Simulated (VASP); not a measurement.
# Al (Fm-3m) in VASP: notebook, part 2 of 2

VASP 6.6.1.

### 4 Single point, BLYP

This run uses another cell than the first one, of 17.38 Å³/atom, 1.047 times its volume.

INCAR

```
AGGAC = 1.0 ; AGGAX = 1.0
ALDAC = 0.0 ; ALDAX = 1.0
ALGO = Normal ; EDIFF = 1E-6
ENCUT = 520 ; GGA = B5
ISIF = 2 ; ISMEAR = -1
LASPH = True ; LCHARG = False
LREAL = False ; LWAVE = False
NBANDS = 8 ; NELM = 60
PREC = Accurate ; SIGMA = 0.05
```

KPOINTS

```
k-points
0
Gamma
  11 11 11
```

POSCAR

```
Al
1.0
    0.0000000000      2.0559047324      2.0559047324
    2.0559047324      0.0000000000      2.0559047324
    2.0559047324      2.0559047324      0.0000000000
Al
1
Direct
    0.0000000000      0.0000000000      0.0000000000
```

Potentials or basis: VASP PAW PBE potentials, release 64 (Al).

The run is started by

```bash
cat potpaw_PBE.64/Al/POTCAR > POTCAR
mpirun -np 1 vasp_std > vasp.out
```

OUTCAR:

```text
EDIFF = 1E-6
   ENCUT = 520
   GGA = B5
   ISIF = 2
   ISMEAR = -1
   LASPH = True
   LREAL = False
   NELM = 60
   PREC = Accurate

 ion  position               nearest neighbor table
   1  0.000  0.000  0.000-

  LATTYP: Found a face centered cubic cell.
 ALAT       =     4.1118094648

  Lattice vectors:

 A1 = (   0.0000000000,   2.0559047324,   2.0559047324)
 A2 = (   2.0559047324,   0.0000000000,   2.0559047324)
 A3 = (   2.0559047324,   2.0559047324,   0.0000000000)

Analysis of symmetry for initial positions (statically):
=====================================================================
 Subroutine PRICEL returns:
 Original cell was already a primitive cell.

 Routine SETGRP: Setting up the symmetry group for a
 face centered cubic supercell.

 Subroutine GETGRP returns: Found 48 space group operations
[... 9 lines left out ...]

 Routine SETGRP: Setting up the symmetry group for a
 face centered cubic supercell.

 Subroutine GETGRP returns: Found 48 space group operations
 (whereof 48 operations were pure point group operations)
 out of a pool of 48 trial point group operations.

The dynamic configuration has the point symmetry O_h .
[... 141 lines left out ...]
  free energy    TOTEN  =        -2.71438671 eV

  energy without entropy =       -2.71033360  energy(sigma->0) =       -2.71236016

 E-fermi :   7.9643     XC(G=0):  -9.4768

 val. band max:        7.7207494266   @ k =  -0.4545   0.4545   0.0909
 cond. band min:       7.9690291368   @ k =   0.4545   0.1818   0.0909
 fundamental gap:      0.2482797102
 Fermi energy:         7.9643378262

 k-point     1 :       0.0000    0.0000    0.0000
  band No.  band energies     occupation
      1      -2.8188      2.00000
      2      20.2379      0.00000
      3      20.2379      0.00000
      4      20.2379      0.00000
      5      21.1690      0.00000
      6      21.1690      0.00000
      7      21.1690      0.00000
      8      24.1734      0.00000
[... 243 lines left out ...]
 k-point    24 :      -0.1818    0.1818    0.0000
  band No.  band energies     occupation
      1      -0.5248      2.00000
      2      11.6792      0.00000
      3      12.9403      0.00000
      4      19.2358      0.00000
      5      21.3516      0.00000
      6      22.4665      0.00000
      7      23.3243      0.00000
      8      24.2349      0.00000

 [... further k-points ...]
[... 5 lines left out ...]
  --------------------------------------------------------------------------------------
  -------------------------------------------------------------------------------------
  Total        0.0114147      0.0114147      0.0114147      0.0000000     -0.0000000     -0.0000000
  in kB        1.0522911      1.0522911      1.0522911      0.0000000     -0.0000000     -0.0000000
  external PRESSURE =       1.0522911 kB  Pullay stress =       0.0000000 kB

 VOLUME and BASIS-vectors are now :
 -----------------------------------------------------------------------------
  energy-cutoff  :      520.00
  volume of cell :       17.38
      direct lattice vectors                 reciprocal lattice vectors
     0.000000000  2.055904732  2.055904732    -0.243201931  0.243201931  0.243201931
     2.055904732  0.000000000  2.055904732     0.243201931 -0.243201931  0.243201931
     2.055904732  2.055904732  0.000000000     0.243201931  0.243201931 -0.243201931

 POSITION                                       TOTAL-FORCE (eV/Angst)
 -----------------------------------------------------------------------------------
      0.00000      0.00000      0.00000         0.000000      0.000000      0.000000
 -----------------------------------------------------------------------------------
    total drift:                               -0.000000      0.000000      0.000000

  FREE ENERGIE OF THE ION-ELECTRON SYSTEM (eV)
  ---------------------------------------------------
  free  energy   TOTEN  =        -2.7143867112 eV

  energy  without entropy=       -2.7103336045  energy(sigma->0) =       -2.71236016
```

OSZICAR:

```text
N       E                     dE             d eps       ncg     rms          rms(c)
DAV:   1    -0.130732467579E+01   -0.13073E+01   -0.81389E+02   896   0.198E+02
DAV:   2    -0.270602687911E+01   -0.13987E+01   -0.13373E+01  1288   0.183E+01
DAV:   3    -0.271407011512E+01   -0.80432E-02   -0.80427E-02  1184   0.155E+00
DAV:   4    -0.271409804571E+01   -0.27931E-04   -0.27931E-04  1424   0.842E-02
DAV:   5    -0.271409821035E+01   -0.16464E-06   -0.16328E-06  1160   0.297E-03    0.786E-01
DAV:   6    -0.271366243472E+01    0.43578E-03   -0.23219E-03  1120   0.249E-01    0.501E-01
DAV:   7    -0.271431328748E+01   -0.65085E-03   -0.76634E-03  1040   0.474E-01    0.651E-02
DAV:   8    -0.271438450451E+01   -0.71217E-04   -0.15520E-04  1424   0.728E-02    0.125E-02
DAV:   9    -0.271438691796E+01   -0.24134E-05   -0.31353E-06  1144   0.101E-02    0.394E-03
DAV:  10    -0.271438671122E+01    0.20673E-06   -0.93270E-08   776   0.193E-03
   1 F= -.27143867E+01 E0= -.27123602E+01  d E =-.405311E-02
```

stdout:

```text
POSCAR found type information on POSCAR Al
 POSCAR found :  1 types and       1 ions
 scaLAPACK will be used
 -----------------------------------------------------------------------------
|                                                                             |
|                                                                             |
|     You enforced a specific xc type in the INCAR file but a different       |
|     I HOPE YOU KNOW WHAT YOU ARE DOING!                                     |
|                                                                             |
 -----------------------------------------------------------------------------

 LDA part: xc-table for (Slater(with rela. corr.)+VWN5), standard interpolation
 POSCAR, INCAR and KPOINTS ok, starting setup
 FFT: planning ... GRIDC
 FFT: planning ... GRID_SOFT
 FFT: planning ... GRID
 WAVECAR not read
 entering main loop
```

It took 10 s on 1 thread of Intel Xeon 8259CL, shared host; peak memory 0.13 GiB.

What came out:

```yaml
Free_energy: -2.7144 eV
Pressure: 0.1 GPa
```

Caveat: the PAW data sets were made with another functional, which shifts forces and pressure a little.

### 5 Summary

```csv
level,cell,smearing,gap on the mesh (eV),pressure (GPa)
PBE,"a = 2.864 Å, angles 60.0°, 1 atom",gaussian 0.028 eV,none,-0.5
PBE,"a = 2.864 Å, angles 60.0°, 1 atom",gaussian 0.025 eV,none,-0.5
BLYP,"a = 2.907 Å, angles 60.0°, 1 atom",fermi-dirac 0.05 eV,none,0.1
```

Alike in all rows: task single point; potentials or basis VASP PAW PBE potentials, release 64 (Al); no spin polarisation; k mesh 11 × 11 × 11; cutoff (eV) 520.

Caveats: the PAW data sets were made with another functional, which shifts forces and pressure a little (some runs).

Absolute energies hang on the potentials; compare differences alone.
